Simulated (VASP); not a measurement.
# KF (I4/mmm) in VASP: a series of runs

KF is run at these levels: LDA; tasks: single point.

All numbers are computed with VASP 6.6.1; they aren't measurements. Logs are shortened: lines on timing, memory, paths and dates and some standing lists are left out, and cuts for length are marked.

### 1 The cell of the first run

It takes space group I4/mmm (No. 139, tetragonal). The conventional cell has a = 3.781 Å, b = 3.781 Å, c = 5.213 Å, α = 90.00°, β = 90.00°, γ = 90.00°. Within 3.4 Å of K (site symmetry 4/mmm) lie 6 F at 2.61 to 2.67 Å. Within 3.4 Å of F (site symmetry 4/mmm) lie 6 K at 2.61 to 2.67 Å.

### 2 Single point, LDA (strain +0.000 along x and y, -0.025 along z)

The input, INCAR:

```
SYSTEM = KF
ALGO = Normal
EDIFF = 1E-6
ENCUT = 520
ISIF = 2
ISMEAR = 0
LASPH = .True.
LCHARG = .False.
LREAL = .False.
LWAVE = .False.
NBANDS = 15
NELM = 80
PREC = Accurate
SIGMA = 0.05
```

The input, KPOINTS:

```
k-points
0
Gamma
  8 8 8
  0 0 0
```

The input, POSCAR:

```
KF
1.0
    0.0000000000      2.6735000000      2.6066625000
    2.6735000000      0.0000000000      2.6066625000
    2.6735000000      2.6735000000      0.0000000000
K F
1 1
Direct
    0.0000000000      0.0000000000      0.0000000000
    0.5000000000      0.5000000000      0.5000000000
```

Potentials or basis: VASP PAW LDA potentials, release 64 (K_sv, F).

Started as:

```sh
> cat potpaw_LDA.64/K_sv/POTCAR potpaw_LDA.64/F/POTCAR > POTCAR
> mpirun -np 1 vasp_std > vasp.out
```

OUTCAR:

```text
SYSTEM = KF
   EDIFF = 1E-6
   ENCUT = 520
   ISIF = 2
   ISMEAR = 0
   LASPH = .True.
   LREAL = .False.
   NELM = 80
   PREC = Accurate

 ion  position               nearest neighbor table
   1  0.000  0.000  0.000-   2 2.61   2 2.61   2 2.67   2 2.67   2 2.67   2 2.67
   2  0.500  0.500  0.500-   1 2.61   1 2.61   1 2.67   1 2.67   1 2.67   1 2.67

  LATTYP: Found a body centered tetragonal cell.
 ALAT       =     3.7808999590
 C/A-ratio  =     1.3788582233

  Lattice vectors:

 A1 = (   0.0000000000,  -2.6735000000,  -2.6066625000)
 A2 = (   0.0000000000,   2.6735000000,  -2.6066625000)
 A3 = (   2.6735000000,   0.0000000000,   2.6066625000)

Analysis of symmetry for initial positions (statically):
=====================================================================
 Subroutine PRICEL returns:
 Original cell was already a primitive cell.

 Routine SETGRP: Setting up the symmetry group for a
 body centered tetragonal supercell.

 Subroutine GETGRP returns: Found 16 space group operations
 (whereof 16 operations were pure point group operations)
 out of a pool of 16 trial point group operations.

The static configuration has the point symmetry D_4h.

Analysis of symmetry for dynamics (positions and initial velocities):
=====================================================================
 Subroutine PRICEL returns:
 Original cell was already a primitive cell.

 Routine SETGRP: Setting up the symmetry group for a
 body centered tetragonal supercell.

 Subroutine GETGRP returns: Found 16 space group operations
 (whereof 16 operations were pure point group operations)
 out of a pool of 16 trial point group operations.

The dynamic configuration has the point symmetry D_4h.

 Subroutine INISYM returns: Found 16 space group operations
 (whereof 16 operations are pure point group operations),
 and found     1 'primitive' translations

----------------------------------------------------------------------------------------

                                     Primitive cell

  volume of cell :      37.2628

  direct lattice vectors                    reciprocal lattice vectors
     0.000000000  2.673500000  2.606662500    -0.187020759  0.187020759  0.191816163
     2.673500000  0.000000000  2.606662500     0.187020759 -0.187020759  0.191816163
     2.673500000  2.673500000  0.000000000     0.187020759  0.187020759 -0.191816163

  length of vectors
     3.733937819  3.733937819  3.780899959     0.326721547  0.326721547  0.326721547

  position of ions in fractional coordinates (direct lattice)
     0.000000000  0.000000000  0.000000000
     0.500000000  0.500000000  0.500000000

  ion indices of the primitive-cell ions
   primitive index   ion index
                 1           1
                 2           2

----------------------------------------------------------------------------------------

 KPOINTS: k-points

Automatic generation of k-mesh.
 Grid dimensions read from file:
 generate k-points for:    8    8    8

 Generating k-lattice:

  Cartesian coordinates                     Fractional coordinates (reciprocal lattice)
    -0.023377595  0.023377595  0.023977020     0.125000000  0.000000000  0.000000000
     0.023377595 -0.023377595  0.023977020     0.000000000  0.125000000  0.000000000
     0.023377595  0.023377595 -0.023977020     0.000000000  0.000000000  0.125000000

  Length of vectors
     0.040840193  0.040840193  0.040840193

  Shift w.r.t. Gamma in fractional coordinates (k-lattice)
     0.000000000  0.000000000  0.000000000

 Subroutine IBZKPT returns following result:
 ===========================================

 Found     59 irreducible k-points:

 Following reciprocal coordinates:
            Coordinates               Weight
  0.000000  0.000000  0.000000      1.000000
  0.125000  0.000000  0.000000      8.000000
  0.250000  0.000000  0.000000      8.000000
  0.375000 -0.000000  0.000000      8.000000
  0.500000  0.000000  0.000000      4.000000
  0.125000  0.125000  0.000000      2.000000
[... 16 lines left out ...]
  0.250000  0.000000  0.125000     16.000000
  0.375000  0.000000  0.125000     16.000000
 [... further k-points ...]
   k-points           NKPTS =     59   k-points in BZ     NKDIM =     59   number of bands    NBANDS=     15
   number of dos      NEDOS =    301   number of ions     NIONS =      2
   total plane-waves  NPLWV =  21952
   dimension x,y,z NGX =    28 NGY =   28 NGZ =   28
   dimension x,y,z NGXF=    56 NGYF=   56 NGZF=   56
   ions per type =               1   1
   NGX,Y,Z   is equivalent  to a cutoff of  12.47, 12.47, 12.31 a.u.
   NGXF,Y,Z  is equivalent  to a cutoff of  24.93, 24.93, 24.62 a.u.
 SYSTEM =  KF
   PREC   = accura    normal or accurate (medium, high low for compatibility)
   ISTART =      0    job   : 0-new  1-cont  2-samecut
   ICHARG =      2    charge: 1-file 2-atom 10-const
   ISPIN  =      1    spin polarized calculation?
   LNONCOLLINEAR =      F non collinear calculations
   LSORBIT =      F    spin-orbit coupling
   LASPH  =      T    aspherical Exc in radial PAW
   ENCUT  =  520.0 eV  38.22 Ry    6.18 a.u.   6.94  6.94  7.03*2*pi/ulx,y,z
   NELM   =     80;   NELMIN=  2; NELMDL= -5     # of ELM steps
   EDIFF  = 0.1E-05   stopping-criterion for ELM
   LREAL  =      F    real-space projection
   EDIFFG = 0.1E-04   stopping-criterion for IOM
   NSW    =      0    number of steps for IOM
   IBRION =     -1    ionic relax: 0-MD 1-quasi-New 2-CG
   NFREE  =      0    steps in history (QN), initial steepest desc. (CG)
   ISIF   =      2    stress and relaxation
   ISYM   =      2    0-nonsym 1-usesym 2-fastsym
   POTIM  = 0.5000    time-step for ionic-motion
   TEBEG  =    0.0;   TEEND  =   0.0 temperature during run
   PSTRESS=    0.0 pullay stress
   NELECT =      16.0000    total number of electrons
   NUPDOWN=      -1.0000    fix difference up-down
   EMIN   =  10.00;   EMAX   =-10.00  energy-range for DOS
   EFERMI =   0.00;   METHOD = LEGACY
   ISMEAR =     0;   SIGMA  =   0.05  broadening in eV -4-tet -1-fermi 0-gaus
   EFERMI_NEDOS =   21; number of points for ismear=-14 and -15
   IALGO  =     38    algorithm
   IMIX   =      4    mixing-type and parameters
     AMIX     =   0.40;   BMIX     =  1.00
     AMIX_MAG =   1.60;   BMIX_MAG =  1.00
  volume/ion in A,a.u.               =      18.63       125.73
  Fermi-wavevector in a.u.,A,eV,Ry     =   1.235065  2.333934 20.754126  1.525385
  Thomas-Fermi vector in A             =   2.369730
   LORBIT       =      0    0 simple, 1 ext, 2 COOP (PROOUT), +10 PAW based schemes
   GGA     = CA    functional components
   LHFCALC =     F    Hartree Fock is set to
   AEXX    =    0.0000 exact exchange contribution
   IVDW    =     0    specifies the selected vdW correction
   LEPSILON=     F    determine dielectric tensor
   LRPA    =     F    only Hartree local field effects (RPA)
 non-spin polarized calculation
 Gauss-broadening in eV      SIGMA  =   0.05
  energy-cutoff  :      520.00
  volume of cell :       37.26
 maximum number of plane-waves:      1020
   NGX = 13   NGY = 13   NGZ = 13

 number of electron      16.0000010 magnetization

 Free energy of the ion-electron system (eV)
  ---------------------------------------------------
  ext. energy  EPLUGINS =         0.00000000
  ---------------------------------------------------
  free energy    TOTEN  =        -9.04757853 eV

  energy without entropy =       -9.04757853  energy(sigma->0) =       -9.04757853

 E-fermi :  -2.9175     XC(G=0):  -9.2313

 val. band max:       -3.1369254058   @ k =   0.0000   0.0000   0.0000
 cond. band min:       2.7394803493   @ k =   0.0000   0.0000   0.0000
 fundamental gap:      5.8764057551
 Fermi energy:        -2.9174803379

 k-point     1 :       0.0000    0.0000    0.0000
  band No.  band energies     occupation
      1     -28.7359      2.00000
      2     -21.3975      2.00000
      3     -12.1910      2.00000
      4     -12.1890      2.00000
      5     -12.1890      2.00000
      6      -3.1829      2.00000
      7      -3.1829      2.00000
      8      -3.1369      2.00000
      9       2.7395      0.00000
     10       7.3599      0.00000
     11       7.3599      0.00000
     12       7.5163      0.00000
     13       9.0447      0.00000
     14       9.3140      0.00000
     15      13.3581      0.00000

 k-point     2 :       0.1250    0.0000    0.0000
  band No.  band energies     occupation
      1     -28.7190      2.00000
      2     -21.4143      2.00000
      3     -12.2353      2.00000
      4     -12.1973      2.00000
      5     -12.1937      2.00000
      6      -3.3270      2.00000
      7      -3.2392      2.00000
      8      -3.2119      2.00000
      9       3.1903      0.00000
     10       7.1224      0.00000
     11       7.5844      0.00000
     12       7.6878      0.00000
     13       9.2014      0.00000
     14       9.4686      0.00000
     15      14.1833      0.00000

 k-point     3 :       0.2500    0.0000    0.0000
  band No.  band energies     occupation
      1     -28.6778      2.00000
      2     -21.4544      2.00000
      3     -12.3444      2.00000
      4     -12.2172      2.00000
      5     -12.2013      2.00000
      6      -3.6536      2.00000
      7      -3.3718      2.00000
      8      -3.3600      2.00000
      9       4.2998      0.00000
     10       6.7418      0.00000
     11       8.1366      0.00000
     12       8.2386      0.00000
     13       9.6950      0.00000
     14       9.9340      0.00000
     15      15.4280      0.00000
[... 343 lines left out ...]
 k-point    23 :       0.2500    0.0000    0.1250
  band No.  band energies     occupation
      1     -28.6825      2.00000
      2     -21.4398      2.00000
      3     -12.3231      2.00000
      4     -12.2540      2.00000
      5     -12.2347      2.00000
      6      -3.6445      2.00000
      7      -3.2881      2.00000
      8      -3.2376      2.00000
      9       4.1548      0.00000
     10       6.3832      0.00000
     11       8.2735      0.00000
     12       8.4159      0.00000
     13       9.5030      0.00000
     14       9.7813      0.00000
     15      15.6553      0.00000

 k-point    24 :       0.3750    0.0000    0.1250
  band No.  band energies     occupation
      1     -28.6414      2.00000
      2     -21.4747      2.00000
      3     -12.4440      2.00000
      4     -12.2728      2.00000
      5     -12.2621      2.00000
      6      -3.8132      2.00000
      7      -3.4510      2.00000
      8      -3.3814      2.00000
      9       5.2856      0.00000
     10       6.3747      0.00000
     11       8.6199      0.00000
     12       8.9311      0.00000
     13      10.2050      0.00000
     14      10.5456      0.00000
     15      14.3665      0.00000

 [... further k-points ...]
[... 5 lines left out ...]
  --------------------------------------------------------------------------------------
  -------------------------------------------------------------------------------------
  Total       -0.7311591     -0.7311591     -0.4098288      0.0000000      0.0000000     -0.0000000
  in kB      -31.4374487    -31.4374487    -17.6212987      0.0000000      0.0000000     -0.0000000
  external PRESSURE =     -26.8320654 kB  Pullay stress =       0.0000000 kB

 VOLUME and BASIS-vectors are now :
 -----------------------------------------------------------------------------
  energy-cutoff  :      520.00
  volume of cell :       37.26
      direct lattice vectors                 reciprocal lattice vectors
     0.000000000  2.673500000  2.606662500    -0.187020759  0.187020759  0.191816163
     2.673500000  0.000000000  2.606662500     0.187020759 -0.187020759  0.191816163
     2.673500000  2.673500000  0.000000000     0.187020759  0.187020759 -0.191816163

 POSITION                                       TOTAL-FORCE (eV/Angst)
 -----------------------------------------------------------------------------------
      0.00000      0.00000      0.00000         0.000000      0.000000      0.000000
      2.67350      2.67350      2.60666         0.000000     -0.000000      0.000000
 -----------------------------------------------------------------------------------
    total drift:                                0.000000      0.000000      0.000000

  FREE ENERGIE OF THE ION-ELECTRON SYSTEM (eV)
  ---------------------------------------------------
  free  energy   TOTEN  =        -9.0475785296 eV

  energy  without entropy=       -9.0475785296  energy(sigma->0) =       -9.04757853
```

Run time: 31 s. Hardware: 1 thread of Intel Xeon Platinum 8488C (Sapphire Rapids), shared host; peak memory 0.16 GiB.

Results:

```yaml
Free_energy: -9.0476 eV
Pressure: -2.7 GPa
Band_gap_on_the_k_mesh: 5.88 eV, direct
```

Levels at points of the mesh, in eV from the valence-band top:
| k point | band 4 | band 5 | band 6 | band 7 | band 8 | band 9 | band 10 | band 11 | band 12 | band 13 |
| --- | --- | --- | --- | --- | --- | --- | --- | --- | --- | --- |
| (0.00, 0.00, 0.00) | -9.05 | -9.05 | -0.05 | -0.05 | 0.00 | 5.88 | 10.50 | 10.50 | 10.65 | 12.18 |
| (0.50, 0.00, 0.00) | -9.11 | -9.07 | -0.91 | -0.42 | -0.42 | 8.84 | 10.35 | 11.96 | 12.14 | 14.43 |
| (0.50, 0.50, 0.00) | -9.32 | -9.32 | -0.18 | -0.10 | -0.10 | 7.82 | 10.23 | 11.70 | 13.67 | 14.39 |
| (0.50, 0.00, 0.50) | -9.31 | -9.27 | -0.25 | -0.10 | -0.04 | 7.92 | 10.21 | 11.47 | 13.68 | 14.29 |

Caveat: the cell differs from its parent crystal (strain +0.000 along x and y, -0.025 along z).

### 3 Single point, LDA (strain -0.025 along x and y, +0.025 along z)

The input, INCAR:

```
SYSTEM = KF
ALGO = Normal ; EDIFF = 1E-6
ENCUT = 520 ; GGA = CA
ISIF = 2 ; ISMEAR = 0
LASPH = .True. ; LCHARG = .True.
LELF = .True. ; LREAL = .False.
LVHAR = .True. ; LWAVE = .False.
NBANDS = 15 ; NELM = 80
PREC = Accurate ; SIGMA = 0.05
```

KPOINTS is that of step 2.

The input, POSCAR:

```
KF
1.0
    0.0000000000      2.6066625000      2.7403375000
    2.6066625000      0.0000000000      2.7403375000
    2.6066625000      2.6066625000      0.0000000000
K F
1 1
Direct
    0.0000000000      0.0000000000      0.0000000000
    0.5000000000      0.5000000000      0.5000000000
```

Potentials or basis: VASP PAW LDA potentials, release 64 (K_sv, F).

Started as:

```sh
> cat potpaw_LDA.64/K_sv/POTCAR potpaw_LDA.64/F/POTCAR > POTCAR
> mpirun -np 1 vasp_std > vasp.out
```

OUTCAR:

```text
SYSTEM = KF
   EDIFF = 1E-6
   ENCUT = 520
   GGA = CA
   ISIF = 2
   ISMEAR = 0
   LASPH = .True.
   LREAL = .False.
   NELM = 80
   PREC = Accurate

 ion  position               nearest neighbor table
   1  0.000  0.000  0.000-   2 2.61   2 2.61   2 2.61   2 2.61   2 2.74   2 2.74
   2  0.500  0.500  0.500-   1 2.61   1 2.61   1 2.61   1 2.61   1 2.74   1 2.74

  LATTYP: Found a body centered tetragonal cell.
 ALAT       =     3.6863774600
 C/A-ratio  =     1.4867373348

  Lattice vectors:

 A1 = (  -2.6066625000,   0.0000000000,   2.7403375000)
[... 611 lines left out ...]
     12       8.9073      0.00000
     13      10.3708      0.00000
     14      10.5415      0.00000
     15      14.4614      0.00000

 [... further k-points ...]
[... 5 lines left out ...]
  --------------------------------------------------------------------------------------
  -------------------------------------------------------------------------------------
  Total       -0.3991556     -0.3991556     -0.9416096      0.0000000      0.0000000     -0.0000000
  in kB      -17.1731197    -17.1731197    -40.5114508      0.0000000      0.0000000     -0.0000000
  external PRESSURE =     -24.9525634 kB  Pullay stress =       0.0000000 kB

 VOLUME and BASIS-vectors are now :
 -----------------------------------------------------------------------------
  energy-cutoff  :      520.00
  volume of cell :       37.24
      direct lattice vectors                 reciprocal lattice vectors
     0.000000000  2.606662500  2.740337500    -0.191816163  0.191816163  0.182459277
     2.606662500  0.000000000  2.740337500     0.191816163 -0.191816163  0.182459277
     2.606662500  2.606662500  0.000000000     0.191816163  0.191816163 -0.182459277

 POSITION                                       TOTAL-FORCE (eV/Angst)
 -----------------------------------------------------------------------------------
      0.00000      0.00000      0.00000         0.000000     -0.000000      0.000000
      2.60666      2.60666      2.74034        -0.000000      0.000000      0.000000
 -----------------------------------------------------------------------------------
    total drift:                                0.000000      0.000000      0.000000

  FREE ENERGIE OF THE ION-ELECTRON SYSTEM (eV)
  ---------------------------------------------------
  free  energy   TOTEN  =        -9.0412765786 eV

  energy  without entropy=       -9.0412765786  energy(sigma->0) =       -9.04127658
```

stdout:

```text
POSCAR found type information on POSCAR K F
 POSCAR found :  2 types and       2 ions
 scaLAPACK will be used
 LDA part: xc-table for (Slater(with rela. corr.)+CA(PZ))
 , standard interpolation
 POSCAR, INCAR and KPOINTS ok, starting setup
 FFT: planning ... GRIDC
 FFT: planning ... GRID_SOFT
 FFT: planning ... GRID
 WAVECAR not read
 entering main loop
```

Wall time 28 s (1 thread of Intel Xeon Platinum 8488C (Sapphire Rapids), shared host); peak memory 0.16 GiB.

Results:

```yaml
Free_energy: -9.0413 eV
Pressure: -2.5 GPa
Band_gap_on_the_k_mesh: 5.87 eV, direct
```

Stress tensor (GPa, compression positive):
```
-1.72  0.00  0.00
 0.00 -1.72  0.00
 0.00  0.00 -4.05
```

Caveat: the cell differs from its parent crystal (strain -0.025 along x and y, +0.025 along z). A k mesh can miss the band edges.
